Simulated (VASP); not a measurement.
Write the native input for VASP 6.6.1 that does the following.

| Item | Value |
| --- | --- |
| Task | single point |
| Functional | PBEsol |
| Potentials or basis | VASP PAW PBE potentials, release 64 (P) |
| Cutoff | 520 eV |
| k mesh | 13 × 13 × 11 |
| Occupations | fermi-dirac, width 0.1 eV |
| Spin | no spin polarisation |
| Dipole correction | no |
| Further INCAR settings | ALGO = Normal; EDIFF = 1e-07; NBANDS = 12 |

The structure of P lies in POSCAR:

```
P
1.0
    3.1455325136      0.0000000000      0.0000000000
   -1.5727662568      2.7241110652      0.0000000000
    0.0000000000      0.0000000000      3.1103755819
P
2
Direct
    0.3333333333      0.6666666667      0.2500000000
    0.6666666667      0.3333333333      0.7500000000
```

This cell differs from its parent crystal: volume scaled by 0.92.

These files were run (other wordings do the same):

INCAR

```
SYSTEM = P
ALGO = Normal
EDIFF = 1E-7
ENCUT = 520
GGA = PS
ISIF = 2
ISMEAR = -1
LASPH = .TRUE.
LCHARG = .TRUE.
LELF = .TRUE.
LREAL = .FALSE.
LVHAR = .TRUE.
LWAVE = .FALSE.
NBANDS = 12
NELM = 100
PREC = Accurate
SIGMA = 0.1
```

KPOINTS

```
k-points
0
G
  13 13 11
  0 0 0
```

Potentials or basis: VASP PAW PBE potentials, release 64 (P).

Run with:

```console
$ cat potpaw_PBE.64/P/POTCAR > POTCAR
$ mpirun -np 1 vasp_std > vasp.out
```

It gave:

```json
{"Pressure": "10.8 GPa", "Band gap on the k mesh": "zero (band 5 reaches 13.48 eV, above the bottom of band 6 at 6.99 eV)"}
```

Caveat: the PAW data sets were made with another functional, which shifts forces and pressure a little.

It took 14 s on 1 thread of Intel(R) Xeon(R) Platinum 8488C (Sapphire Rapids), on a shared host, peak memory 0.15 GiB.
